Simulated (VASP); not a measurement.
A run of VASP 6.6.1 is set up as follows.

INCAR

```
ALGO = Normal ; EDIFF = 1E-6
ENCUT = 520 ; GGA = PE
ISIF = 2 ; ISMEAR = 0
LASPH = T ; LCHARG = F
LREAL = F ; LWAVE = F
NBANDS = 24 ; NELM = 80
PREC = Accurate ; SIGMA = 0.1
```

File KPOINTS:

```
k-points
0
Gamma
  3 3 3
```

POSCAR

```
Te2I3
1.0
    4.1242031070      2.3811097740      4.4176791215
   -4.1242031070      2.3811097740      4.4176791215
    0.0000000000     -4.7622195481      4.4176791215
Te I
2 3
Direct
    0.3285016344      0.3285016344      0.3285016344
    0.6714983656      0.6714983656      0.6714983656
    0.2760181639      0.7239818361      0.0000000000
    0.0000000000      0.2760181639      0.7239818361
    0.7239818361      0.0000000000      0.2760181639
```

Potentials or basis: VASP PAW PBE potentials, release 64 (Te, I).

Run with:

```bash
$ cat potpaw_PBE.64/Te/POTCAR potpaw_PBE.64/I/POTCAR > POTCAR
$ mpirun -np 1 vasp_std > vasp.out
```

Question: What does it give for the largest force?

Answer: 0.006 eV/Å.

Question: Predict the pressure.

Answer: 0.0 GPa.

Forces on the atoms (eV/Å):
```
Te   0.000  0.000  0.006
Te   0.000  0.000 -0.006
I   -0.005  0.000  0.000
I    0.003 -0.004  0.000
I    0.003  0.004  0.000
```

Caveat: an odd number of electrons without spin polarisation forces a metal; a magnetic or distorted state may lie lower.
